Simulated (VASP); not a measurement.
# Ta (Cmcm) in VASP: single point with LDA

Aim: the single point of Ta with LDA.

Program: VASP 6.6.1. These are calculated values, not measurements. Logs are shortened: lines on timing, memory, paths and dates and some standing lists are left out, and cuts for length are marked.

**1. The cell of the first run**

The structure is orthorhombic, space group Cmcm (No. 63). The conventional cell has a = 3.303 Å, b = 4.671 Å, c = 4.671 Å, α = 90.00°, β = 90.00°, γ = 90.00°. Ta (site symmetry m2m) has 14 Ta at 2.86 to 3.41 Å within 3.8 Å.

**2. Single point, LDA (atoms displaced along a vibrational mode)**

The input, INCAR:

```
SYSTEM = Ta
ALGO     = Fast           ! electronic algorithm
EDIFF    = 1E-7           ! SCF threshold, eV
ENCUT    = 520            ! plane-wave cutoff, eV
GGA      = CA             ! functional
ISIF     = 2              ! what is computed and relaxed
ISMEAR   = 0              ! smearing method
LASPH    = .TRUE.         ! aspherical terms in the spheres
LCHARG   = .TRUE.         ! write CHGCAR
LELF     = .TRUE.         ! ELF
LREAL    = .FALSE.        ! projectors in reciprocal space
LVHAR    = .TRUE.       
LWAVE    = .FALSE.        ! write WAVECAR
NBANDS   = 18             ! bands
NELM     = 60             ! most SCF steps
PREC     = Accurate       ! precision mode
SIGMA    = 0.15           ! smearing width, eV
```

The input, KPOINTS:

```
k-points
0
G
  18 18 10
  0 0 0
```

The input, POSCAR:

```
Ta
1.0
   -1.6512800000      1.6512800000      1.6512800000
    1.6512800000     -1.6512800000      1.6512800000
    3.3025600000      3.3025600000      0.0000000000
Ta
2
Direct
    0.0160581514     -0.0160581514      0.0000000000
    0.4839418486      0.5160581514      0.5000000000
```

Potentials or basis: VASP PAW LDA potentials, release 64 (Ta_pv).

The run is started by

```console
cat potpaw_LDA.64/Ta_pv/POTCAR > POTCAR
mpirun -np 1 vasp_std > vasp.out
```

OUTCAR:

```text
SYSTEM = Ta
   EDIFF = 1E-7
   ENCUT = 520
   GGA = CA
   ISIF = 2
   ISMEAR = 0
   LASPH = .TRUE.
   LREAL = .FALSE.
   NELM = 60
   PREC = Accurate

 ion  position               nearest neighbor table
   1  0.016  0.984  0.000-   2 2.86   2 2.86   2 2.86   2 2.86   2 3.20   2 3.20   2 3.41   2 3.41

   2  0.484  0.516  0.500-   1 2.86   1 2.86   1 2.86   1 2.86   1 3.20   1 3.20   1 3.41   1 3.41

  LATTYP: Found a base centered orthorhombic cell.
 ALAT       =     3.3025600000
 B/A-ratio  =     1.4142135624
 C/A-ratio  =     1.4142135624

  Lattice vectors:

 A1 = (  -1.6512800000,   1.6512800000,   1.6512800000)
 A2 = (   1.6512800000,  -1.6512800000,   1.6512800000)
 A3 = (   3.3025600000,   3.3025600000,   0.0000000000)

Analysis of symmetry for initial positions (statically):
=====================================================================
 Subroutine PRICEL returns:
 Original cell was already a primitive cell.

 Routine SETGRP: Setting up the symmetry group for a
 base centered orthorhombic supercell.

 Subroutine GETGRP returns: Found  8 space group operations
 (whereof  4 operations were pure point group operations)
 out of a pool of  8 trial point group operations.

The static configuration has the point symmetry C_2v.
 The point group associated with its full space group is D_2h.

Analysis of symmetry for dynamics (positions and initial velocities):
=====================================================================
 Subroutine PRICEL returns:
 Original cell was already a primitive cell.

 Routine SETGRP: Setting up the symmetry group for a
 base centered orthorhombic supercell.

 Subroutine GETGRP returns: Found  8 space group operations
 (whereof  4 operations were pure point group operations)
 out of a pool of  8 trial point group operations.

The dynamic configuration has the point symmetry C_2v.
 The point group associated with its full space group is D_2h.

 Subroutine INISYM returns: Found  8 space group operations
 (whereof  4 operations are pure point group operations),
 and found     1 'primitive' translations

----------------------------------------------------------------------------------------

                                     Primitive cell

  volume of cell :      36.0207

  direct lattice vectors                    reciprocal lattice vectors
    -1.651280000  1.651280000  1.651280000    -0.151397704  0.151397704  0.302795407
     1.651280000 -1.651280000  1.651280000     0.151397704 -0.151397704  0.302795407
     3.302560000  3.302560000  0.000000000     0.151397704  0.151397704  0.000000000

  length of vectors
     2.860100858  2.860100858  4.670525143     0.370847122  0.370847122  0.214108686

  position of ions in fractional coordinates (direct lattice)
     0.016058151  0.983941849  0.000000000
     0.483941849  0.516058151  0.500000000

  ion indices of the primitive-cell ions
   primitive index   ion index
                 1           1
                 2           2

----------------------------------------------------------------------------------------

 KPOINTS: k-points

Automatic generation of k-mesh.
 Grid dimensions read from file:
 generate k-points for:   18   18   10

 Generating k-lattice:

  Cartesian coordinates                     Fractional coordinates (reciprocal lattice)
    -0.008410984  0.008410984  0.016821967     0.055555556  0.000000000  0.000000000
     0.008410984 -0.008410984  0.016821967     0.000000000  0.055555556  0.000000000
     0.015139770  0.015139770  0.000000000     0.000000000  0.000000000  0.100000000

  Length of vectors
     0.020602618  0.020602618  0.021410869

  Shift w.r.t. Gamma in fractional coordinates (k-lattice)
     0.000000000  0.000000000  0.000000000

 Subroutine IBZKPT returns following result:
 ===========================================

 Found    546 irreducible k-points:

 Following reciprocal coordinates:
            Coordinates               Weight
  0.000000  0.000000  0.000000      1.000000
  0.055556  0.000000  0.000000      4.000000
  0.111111  0.000000  0.000000      4.000000
  0.166667  0.000000  0.000000      4.000000
  0.222222  0.000000  0.000000      4.000000
  0.277778  0.000000  0.000000      4.000000
[... 16 lines left out ...]
 -0.277778  0.055556  0.000000      4.000000
 -0.222222  0.055556  0.000000      4.000000
 [... further k-points ...]
   k-points           NKPTS =    546   k-points in BZ     NKDIM =    546   number of bands    NBANDS=     18
   number of dos      NEDOS =    301   number of ions     NIONS =      2
   total plane-waves  NPLWV =  20736
   dimension x,y,z NGX =    24 NGY =   24 NGZ =   36
   dimension x,y,z NGXF=    48 NGYF=   48 NGZF=   72
   ions per type =               2
   NGX,Y,Z   is equivalent  to a cutoff of  13.95, 13.95, 12.81 a.u.
   NGXF,Y,Z  is equivalent  to a cutoff of  27.90, 27.90, 25.63 a.u.
 SYSTEM =  Ta
   PREC   = accura    normal or accurate (medium, high low for compatibility)
   ISTART =      0    job   : 0-new  1-cont  2-samecut
   ICHARG =      2    charge: 1-file 2-atom 10-const
   ISPIN  =      1    spin polarized calculation?
   LNONCOLLINEAR =      F non collinear calculations
   LSORBIT =      F    spin-orbit coupling
   LASPH  =      T    aspherical Exc in radial PAW
   ENCUT  =  520.0 eV  38.22 Ry    6.18 a.u.   5.32  5.32  8.68*2*pi/ulx,y,z
   NELM   =     60;   NELMIN=  2; NELMDL= -5     # of ELM steps
   EDIFF  = 0.1E-06   stopping-criterion for ELM
   LREAL  =      F    real-space projection
   EDIFFG = 0.1E-05   stopping-criterion for IOM
   NSW    =      0    number of steps for IOM
   IBRION =     -1    ionic relax: 0-MD 1-quasi-New 2-CG
   NFREE  =      0    steps in history (QN), initial steepest desc. (CG)
   ISIF   =      2    stress and relaxation
   ISYM   =      2    0-nonsym 1-usesym 2-fastsym
   POTIM  = 0.5000    time-step for ionic-motion
   TEBEG  =    0.0;   TEEND  =   0.0 temperature during run
   PSTRESS=    0.0 pullay stress
   NELECT =      22.0000    total number of electrons
   NUPDOWN=      -1.0000    fix difference up-down
   EMIN   =  10.00;   EMAX   =-10.00  energy-range for DOS
   EFERMI =   0.00;   METHOD = LEGACY
   ISMEAR =     0;   SIGMA  =   0.15  broadening in eV -4-tet -1-fermi 0-gaus
   EFERMI_NEDOS =   21; number of points for ismear=-14 and -15
   IALGO  =     68    algorithm
   IMIX   =      4    mixing-type and parameters
     AMIX     =   0.40;   BMIX     =  1.00
     AMIX_MAG =   1.60;   BMIX_MAG =  1.00
  volume/ion in A,a.u.               =      18.01       121.54
  Fermi-wavevector in a.u.,A,eV,Ry     =   1.388988  2.624806 26.249534  1.929286
  Thomas-Fermi vector in A             =   2.513061
   LORBIT       =      0    0 simple, 1 ext, 2 COOP (PROOUT), +10 PAW based schemes
   GGA     = CA    functional components
   LHFCALC =     F    Hartree Fock is set to
   AEXX    =    0.0000 exact exchange contribution
   IVDW    =     0    specifies the selected vdW correction
   LEPSILON=     F    determine dielectric tensor
   LRPA    =     F    only Hartree local field effects (RPA)
 non-spin polarized calculation
 RMM-DIIS sequential band-by-band and
 Gauss-broadening in eV      SIGMA  =   0.15
  energy-cutoff  :      520.00
  volume of cell :       36.02
 maximum number of plane-waves:       992
 NGX is ok and might be reduce to    24
   NGX = 11   NGY = 11   NGZ = 17

 number of electron      22.0000001 magnetization

 Free energy of the ion-electron system (eV)
  ---------------------------------------------------
  ext. energy  EPLUGINS =         0.00000000
  ---------------------------------------------------
  free energy    TOTEN  =       -25.60231835 eV

  energy without entropy =      -25.57206782  energy(sigma->0) =      -25.58719308

 E-fermi :   5.4429     XC(G=0): -12.7955

 val. band max:        5.4393544198   @ k =   0.1111   0.1111   0.2000
 cond. band min:       5.4440584060   @ k =   0.2778   0.1111   0.1000
 fundamental gap:      0.0047039862
 Fermi energy:         5.4428881819

 k-point     1 :       0.0000    0.0000    0.0000
  band No.  band energies     occupation
      1     -28.6908      2.00000
      2     -27.8795      2.00000
      3     -27.5113      2.00000
      4     -27.5009      2.00000
      5     -27.4950      2.00000
      6     -27.4927      2.00000
[... 10 lines left out ...]
     17      10.2902      0.00000
     18      12.9906      0.00000

 k-point     2 :       0.0556    0.0000    0.0000
  band No.  band energies     occupation
      1     -28.6793      2.00000
      2     -27.8903      2.00000
      3     -27.5288      2.00000
      4     -27.5267      2.00000
      5     -27.5011      2.00000
      6     -27.4973      2.00000
[... 10 lines left out ...]
     17      10.4019      0.00000
     18      13.1348      0.00000

 k-point     3 :       0.1111    0.0000    0.0000
  band No.  band energies     occupation
      1     -28.6452      2.00000
      2     -27.9265      2.00000
      3     -27.6136      2.00000
      4     -27.5666      2.00000
      5     -27.5196      2.00000
      6     -27.5036      2.00000
[... 10 lines left out ...]
     17      10.5835      0.00000
     18      13.5830      0.00000

 k-point     4 :       0.1667    0.0000    0.0000
  band No.  band energies     occupation
      1     -28.5901      2.00000
      2     -27.9959      2.00000
      3     -27.7440      2.00000
      4     -27.6088      2.00000
      5     -27.5507      2.00000
      6     -27.5140      2.00000
[... 10 lines left out ...]
     17      10.6457      0.00000
     18      14.3225      0.00000

 k-point     5 :       0.2222    0.0000    0.0000
  band No.  band energies     occupation
      1     -28.5167      2.00000
      2     -28.0980      2.00000
      3     -27.9015      2.00000
      4     -27.6395      2.00000
      5     -27.5948      2.00000
      6     -27.5275      2.00000
[... 10 lines left out ...]
     17      10.5629      0.00000
     18      15.0685      0.00000

 k-point     6 :       0.2778    0.0000    0.0000
  band No.  band energies     occupation
      1     -28.4282      2.00000
      2     -28.2173      2.00000
      3     -28.0664      2.00000
      4     -27.6562      2.00000
      5     -27.6519      2.00000
      6     -27.5429      2.00000
[... 10 lines left out ...]
     17      10.3832      0.00000
     18      14.4324      0.00000

 k-point     7 :       0.3333    0.0000    0.0000
  band No.  band energies     occupation
      1     -28.3325      2.00000
      2     -28.3287      2.00000
      3     -28.2199      2.00000
      4     -27.7218      2.00000
      5     -27.6630      2.00000
      6     -27.5588      2.00000
[... 10 lines left out ...]
     17      10.1584      0.00000
     18      14.1431      0.00000

 k-point     8 :       0.3889    0.0000    0.0000
  band No.  band energies     occupation
      1     -28.4250      2.00000
      2     -28.3454      2.00000
      3     -28.2229      2.00000
      4     -27.8034      2.00000
      5     -27.6638      2.00000
      6     -27.5732      2.00000
[... 10 lines left out ...]
     17      10.9987      0.00000
     18      14.4754      0.00000
[... 229 lines left out ...]
     17      13.6309      0.00000
     18      13.8096      0.00000

 k-point    20 :      -0.4444    0.0556    0.0000
  band No.  band energies     occupation
      1     -28.4765      2.00000
      2     -28.4176      2.00000
      3     -28.1785      2.00000
      4     -27.8274      2.00000
      5     -27.6756      2.00000
      6     -27.6002      2.00000
[... 10 lines left out ...]
     17      12.3305      0.00000
     18      15.2719      0.00000

 k-point    21 :      -0.3889    0.0556    0.0000
  band No.  band energies     occupation
      1     -28.4150      2.00000
      2     -28.3299      2.00000
      3     -28.2819      2.00000
      4     -27.7401      2.00000
      5     -27.6721      2.00000
      6     -27.5842      2.00000
[... 10 lines left out ...]
     17      11.0317      0.00000
     18      14.6470      0.00000

 k-point    22 :      -0.3333    0.0556    0.0000
  band No.  band energies     occupation
      1     -28.3817      2.00000
      2     -28.3189      2.00000
      3     -28.2028      2.00000
      4     -27.6684      2.00000
      5     -27.6648      2.00000
      6     -27.5656      2.00000
[... 10 lines left out ...]
     17      10.2725      0.00000
     18      14.5357      0.00000

 k-point    23 :      -0.2778    0.0556    0.0000
  band No.  band energies     occupation
      1     -28.4731      2.00000
      2     -28.2017      2.00000
      3     -28.0495      2.00000
      4     -27.6609      2.00000
      5     -27.6030      2.00000
      6     -27.5476      2.00000
[... 10 lines left out ...]
     17      10.5928      0.00000
     18      14.9674      0.00000

 k-point    24 :      -0.2222    0.0556    0.0000
  band No.  band energies     occupation
      1     -28.5520      2.00000
      2     -28.0825      2.00000
      3     -27.8867      2.00000
      4     -27.6451      2.00000
      5     -27.5555      2.00000
      6     -27.5324      2.00000
[... 10 lines left out ...]
     17      10.8874      0.00000
     18      14.7533      0.00000

 [... further k-points ...]

------------------------ aborting loop because EDIFF is reached ----------------------------------------

  FORCE on cell =-STRESS in cart. coord.  units (eV):
  Direction    XX          YY          ZZ          XY          YZ          ZX
  --------------------------------------------------------------------------------------
  -------------------------------------------------------------------------------------
  Total       -1.8228835     -1.8228835     -1.7951346      0.0324755      0.0000000      0.0000000
  in kB      -81.0806721    -81.0806721    -79.8464198      1.4444901      0.0000000      0.0000000
  external PRESSURE =     -80.6692547 kB  Pullay stress =       0.0000000 kB

 VOLUME and BASIS-vectors are now :
 -----------------------------------------------------------------------------
  energy-cutoff  :      520.00
  volume of cell :       36.02
      direct lattice vectors                 reciprocal lattice vectors
    -1.651280000  1.651280000  1.651280000    -0.151397704  0.151397704  0.302795407
     1.651280000 -1.651280000  1.651280000     0.151397704 -0.151397704  0.302795407
     3.302560000  3.302560000  0.000000000     0.151397704  0.151397704  0.000000000

 POSITION                                       TOTAL-FORCE (eV/Angst)
 -----------------------------------------------------------------------------------
      1.59825     -1.59825      1.65128         0.285461     -0.285461      0.000000
      1.70431      1.59825      1.65128        -0.285461      0.285461      0.000000
 -----------------------------------------------------------------------------------
    total drift:                                0.000000      0.000000      0.000000

  FREE ENERGIE OF THE ION-ELECTRON SYSTEM (eV)
  ---------------------------------------------------
  free  energy   TOTEN  =       -25.6023183495 eV

  energy  without entropy=      -25.5720678185  energy(sigma->0) =      -25.58719308
```

Wall time 2.1 min (1 thread of Intel Xeon 6975P-C (Granite Rapids), shared host); peak memory 0.37 GiB.

What came out:

```
Free energy            : -25.6023 eV
Pressure               : -8.1 GPa
Largest force          : 0.404 eV/Å
Band gap on the k mesh : zero (bands 11 and 12 overlap by 2.91 eV)
```

Forces in eV/Å, atoms in the order of the input:
```
Ta   0.285 -0.285  0.000
Ta  -0.285  0.285  0.000
```

Stress tensor (GPa, compression positive):
```
-8.11  0.14  0.00
 0.14 -8.11  0.00
 0.00  0.00 -7.98
```

Caveat: the cell differs from its parent crystal (atoms displaced along a vibrational mode); the cell stands under tension; spin-orbit coupling is left out, which moves the levels of the heavy elements.
